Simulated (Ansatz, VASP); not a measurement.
# Two plane-wave programs on TeRh

```xyz
4
Lattice="3.9900 0.0000 0.0000 -1.9950 3.4554 0.0000 0.0000 0.0000 5.6600" Properties=species:S:1:pos:R:3 pbc="T T T"
Te    0.0000    2.3036    1.4150
Te    1.9950    1.1518    4.2450
Rh    0.0000    0.0000    0.0000
Rh    0.0000    0.0000    2.8300
```

Alike in both runs: task single point; functional LDA; k mesh 15 × 15 × 8; occupations gaussian, width 0.15 eV; no spin polarisation.

|  | VASP | Ansatz |
| --- | --- | --- |
| version | VASP 6.6.1 | Ansatz 0.2.0 |
| potentials or method | VASP PAW LDA potentials, release 64 (Te, Rh_pv), cutoff 520 eV | scalar-relativistic, plane waves, PAW |
| valence electrons in the cell | 42 | 66 |

VASP gave:

- gap on the k mesh at the Fermi level (eV): none
- pressure (GPa): -3.0
- traceless stress, the component that is largest in VASP (GPa): -1.17

Task: What did Ansatz give for the same quantities?

Result: gap on the k mesh at the Fermi level (eV): none; pressure (GPa): -3.1; traceless stress, the component that is largest in VASP (GPa): -1.22.

LDA's correlation is that of Perdew and Zunger in VASP and of Perdew and Wang (1992) in Ansatz. A gap of «none» marks a metal or a gap that the smearing closes. VASP's potentials hold 42 valence electrons a cell and Ansatz's 66, so a difference there can come from the potentials and not from the codes.

Neither program's run includes spin-orbit coupling.
